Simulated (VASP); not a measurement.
Write the native input for VASP 6.6.1 that does the following.

```yaml
Task: single point
Functional: PBEsol
Potentials_or_basis: VASP PAW PBE potentials, release 64 (Na_pv)
Cutoff: 500 eV
k_mesh: 10 × 10 × 10
Occupations: gaussian, width 0.1 eV
Spin: no spin polarisation
Dipole_correction: no
Further_INCAR_settings: ALGO = Normal; EDIFF = 1e-06; NBANDS = 10
```

The structure of Na lies in POSCAR:

```
Na
1.0
    0.0000000000      1.7421808331      1.7421808331
    1.7421808331      0.0000000000      1.7421808331
    1.7421808331      1.7421808331      0.0000000000
Na
1
Direct
    0.0000000000      0.0000000000      0.0000000000
```

This isn't the form of Na at room conditions, which is bcc.

These files were run (other wordings do the same):

INCAR

```
PREC     = Accurate       # precision mode
ENCUT    = 500            # plane-wave cutoff, eV
EDIFF    = 1E-6           # SCF threshold, eV
ISMEAR   = 0              # smearing method
SIGMA    = 0.1            # smearing width, eV
LREAL    = F              # projectors in reciprocal space
LASPH    = T              # aspherical terms in the spheres
NELM     = 120            # most SCF steps
ALGO     = Normal         # electronic algorithm
ISIF     = 2              # what is computed and relaxed
LWAVE    = F              # write WAVECAR
LCHARG   = F              # write CHGCAR
GGA      = PS             # functional
NBANDS   = 10             # bands
GGA_COMPAT= F
```

KPOINTS

```
Automatic mesh
0
Gamma
  10 10 10
```

Potentials or basis: VASP PAW PBE potentials, release 64 (Na_pv).

Command:

```sh
$ cat potpaw_PBE.64/Na_pv/POTCAR > POTCAR
$ mpirun -np 1 vasp_std > vasp.out
```

Results of the run:

- Pressure: 101.6 GPa
- Band gap on the k mesh: zero (an odd number of electrons rules out a gap without spin polarisation)

Caveat: the cell stands under pressure; the PAW data sets were made with another functional, which shifts forces and pressure a little.

Run time: 2.9 s on 1 thread of Intel(R) Xeon(R) Platinum 8488C (Sapphire Rapids), with other jobs on the host, peak memory 0.11 GiB.
